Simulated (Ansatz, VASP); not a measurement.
One calculation of Tl, two programs

```
Tl
1.0
     1.74014    1.00467    2.83816
    -1.74014    1.00467    2.83816
     0.00000   -2.00935    2.83816
Tl
1
Cartesian
  0.0000 0.0000 4.2572
```

Alike in both runs: functional r2SCAN; k mesh 21 × 21 × 21; occupations gaussian, width 0.1 eV; no spin polarisation.

Ansatz relaxed the structure, and its values are those at the end. VASP's run is a single point on that final structure, the one shown.

```csv
,VASP,Ansatz
version,VASP 6.6.1,Ansatz 0.2.0
potentials or method,"VASP PAW PBE potentials, release 64 (Tl_d), cutoff 520 eV","scalar-relativistic, plane waves, PAW"
valence electrons in the cell,13,13
```

|  | VASP | Ansatz | Ansatz less VASP |
| --- | --- | --- | --- |
| gap on the k mesh at the Fermi level (eV) | none | none | - |
| pressure (GPa) | 0.0 | 0.0 | +0.04 |

VASP's potentials were made for PBE, not for r2SCAN. A gap of «none» marks a metal or a gap that the smearing closes. The functional is the same, so the differences come from potentials, cutoffs and numerics.

Spin-orbit coupling is off throughout.
